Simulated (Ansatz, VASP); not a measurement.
Two plane-wave programs on Al3GaO6

File INCAR:

```
ALGO = Normal ; EDIFF = 1E-7
EDIFFG = -0.01 ; ENCUT = 600
GGA = PE ; GGA_COMPAT = F
IBRION = 2 ; ISIF = 3
ISMEAR = 0 ; LASPH = T
LCHARG = F ; LREAL = F
LWAVE = F ; NELM = 120
NELMIN = 4 ; NSW = 100
PREC = Accurate ; SIGMA = 0.02
```

KPOINTS

```
k-points
0
Gamma
  6 6 6
```

File POSCAR:

```
Al3GaO6
1.0
    2.4355856015      1.4061860027      4.4147245870
   -2.4355856015      1.4061860027      4.4147245870
    0.0000000000     -2.8123720053      4.4147245870
Al Ga O
3 1 6
Direct
    0.1479683487      0.1479683487      0.1479683487
    0.3535382720      0.3535382720      0.3535382720
    0.8489753186      0.8489753186      0.8489753186
    0.6414143238      0.6414143238      0.6414143238
    0.2342536769      0.5571398236      0.9581481255
    0.5571398236      0.9581481255      0.2342536769
    0.9581481255      0.2342536769      0.5571398236
    0.7486229291      0.4435646190      0.0663745628
    0.4435646190      0.0663745628      0.7486229291
    0.0663745628      0.7486229291      0.4435646190
```

Input for Ansatz:

```yaml
crystal:
  lattice:
    - [2.4355856015, 1.4061860027, 4.414724587]
    - [-2.4355856015, 1.4061860027, 4.414724587]
    - [0.0, -2.8123720053, 4.414724587]
  atoms:
    - { symbol: Al, position: [0.1479683487, 0.1479683487, 0.1479683487] }
    - { symbol: Al, position: [0.353538272, 0.353538272, 0.353538272] }
    - { symbol: Al, position: [0.8489753186, 0.8489753186, 0.8489753186] }
    - { symbol: Ga, position: [0.6414143238, 0.6414143238, 0.6414143238] }
    - { symbol: O, position: [0.2342536769, 0.5571398236, 0.9581481255] }
    - { symbol: O, position: [0.5571398236, 0.9581481255, 0.2342536769] }
    - { symbol: O, position: [0.9581481255, 0.2342536769, 0.5571398236] }
    - { symbol: O, position: [0.7486229291, 0.443564619, 0.0663745628] }
    - { symbol: O, position: [0.443564619, 0.0663745628, 0.7486229291] }
    - { symbol: O, position: [0.0663745628, 0.7486229291, 0.443564619] }
basis:
  ecutwfc: 420
kpoints:
  mp_grid: { grid: [6, 6, 6] }
hamiltonian:
  xc: pbe
scf:
  occupations: { method: gaussian, width: 0.02 }
output:
  forces: true
  stress: true
  eigenvalues: true
  write_density: true
  write_potential: true
  elf: true
  volumetric_format: npy
relax:
  adjacent_minimum: "off"
  f_tol: 0.01
  max_steps: 80
  cell: { stress_tol: 0.05 }
```

Alike in both runs: task relaxation of cell and atoms; functional PBE; k mesh 6 × 6 × 6; occupations gaussian, width 0.02 eV; no spin polarisation.

|  | VASP | Ansatz |
| --- | --- | --- |
| version | VASP 6.6.1 | Ansatz 0.2.0 |
| potentials or method | VASP PAW PBE potentials, release 64 (Al, Ga_d, O), cutoff 600 eV | scalar-relativistic, plane waves, PAW |
| valence electrons in the cell | 58 | 58 |

VASP gave:

| Property | Result |
| --- | --- |
| gap on the k mesh at the Fermi level, each at its own relaxed structure (eV) | 4.56 |
| relaxed volume (Å³/atom) | 9.06 |
| relaxed length of the cell vector where the two differ most in proportion (Å) | 5.232 |

Estimate Ansatz's values.

gap on the k mesh at the Fermi level, each at its own relaxed structure (eV): 4.56; relaxed volume (Å³/atom): 9.07; relaxed length of the cell vector where the two differ most in proportion (Å): 5.234.
